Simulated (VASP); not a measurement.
A run of VASP 6.6.1:

INCAR

```
SYSTEM = MoSe
ALGO = Normal ; EDIFF = 1E-6
ENCUT = 520 ; GGA = PE
ISIF = 2 ; ISMEAR = 0
ISPIN = 2 ; LASPH = .True.
LCHARG = .False. ; LMAXMIX = 4
LORBIT = 11 ; LREAL = .False.
LWAVE = .False. ; MAGMOM = 1.09 0
NBANDS = 21 ; NELM = 150
PREC = Accurate ; SIGMA = 0.05
```

KPOINTS

```
k-points
0
Gamma
  6 6 6
  0 0 0
```

POSCAR

```
MoSe
1.0
    0.0000000000      2.8651241527      2.8651241527
    2.8651241527      0.0000000000      2.8651241527
    2.8651241527      2.8651241527      0.0000000000
Mo Se
1 1
Direct
    0.0000000000      0.0000000000      0.0000000000
    0.2500000000      0.2500000000      0.2500000000
```

Potentials or basis: VASP PAW PBE potentials, release 64 (Mo_sv, Se).

The run is started by

```sh
$ cat potpaw_PBE.64/Mo_sv/POTCAR potpaw_PBE.64/Se/POTCAR > POTCAR
$ mpirun -np 1 vasp_std > vasp.out
```

Hardware: 1 thread of AMD EPYC 7R13 Processor (Zen 3), on a shared host.

Problem. Estimate the wall time of this run.

Solution. Run time: 36 s on 1 thread of AMD EPYC 7R13 Processor (Zen 3) (shared host), peak memory 0.16 GiB. Counts: scf iterations 18, k points 16.
